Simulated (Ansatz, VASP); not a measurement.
## Two plane-wave programs on Si2Ni

File INCAR:

```
PREC = Accurate ; ENCUT = 520
EDIFF = 1E-6 ; ISMEAR = -1
SIGMA = 0.05 ; LREAL = F
LASPH = T ; NELM = 150
ALGO = Normal ; ISIF = 2
LWAVE = F ; LCHARG = F
ISPIN = 2 ; MAGMOM = 0.8 0 0
LORBIT = 11 ; NUPDOWN = 0.8
LMAXMIX = 4 ; GGA = PE
NBANDS = 20
```

Contents of KPOINTS:

```
regular mesh
0
Gamma
  7 7 7
```

The input POSCAR:

```
Si2Ni
1.0
    0.0000000000      2.7030000000      2.7030000000
    2.7030000000      0.0000000000      2.7030000000
    2.7030000000      2.7030000000      0.0000000000
Ni Si
1 2
Direct
    0.0000000000      0.0000000000      0.0000000000
    0.7500000000      0.7500000000      0.7500000000
    0.2500000000      0.2500000000      0.2500000000
```

File input.yaml:

```yaml
crystal:
  lattice:
    - [0.0, 2.703, 2.703]
    - [2.703, 0.0, 2.703]
    - [2.703, 2.703, 0.0]
  atoms:
    - { symbol: Ni, position: [0.0, 0.0, 0.0], spin: 0.8 }
    - { symbol: Si, position: [0.75, 0.75, 0.75] }
    - { symbol: Si, position: [0.25, 0.25, 0.25] }
hamiltonian:
  xc: pbe
  pseudopotentials: { kind: paw }
magnetization:
  spin_polarized: true
  initial_magnetization: 0.8
  spin_locking: { lock_magnetization: hard }
kpoints:
  mp_grid: { grid: [7, 7, 7] }
scf:
  occupations: { method: fermi_dirac, width: 0.05 }
  lower_state_search: "off"
output:
  forces: true
  stress: true
  eigenvalues: true
```

Alike in both runs: task single point; functional PBE; k mesh 7 × 7 × 7; occupations fermi-dirac, width 0.05 eV; collinear spin; fixed moment 0.8 μB.

|  | VASP | Ansatz |
| --- | --- | --- |
| version | VASP 6.6.1 | Ansatz 0.2.0 |
| potentials or method | VASP PAW PBE potentials, release 64 (Ni, Si) | Ansatz PAW |
| plane-wave cutoff (eV) | 520 | 420 |
| valence electrons in the cell | 18 | 26 |

Ansatz gave:

```
pressure (GPa)                                                : 6.0
net moment per atom (μB)                                      : 0.27
size of the moment on the site where the two differ most (μB) : 0.35
```

Task: Which values does VASP return?

Result: Pressure (GPa): 5.9; net moment per atom (μB): 0.27; size of the moment on the site where the two differ most (μB): 0.37.

Site moments also hang on the region over which each program counts them. VASP's potentials hold 18 valence electrons a cell and Ansatz's 26, so a difference there can come from the potentials and not from the codes.
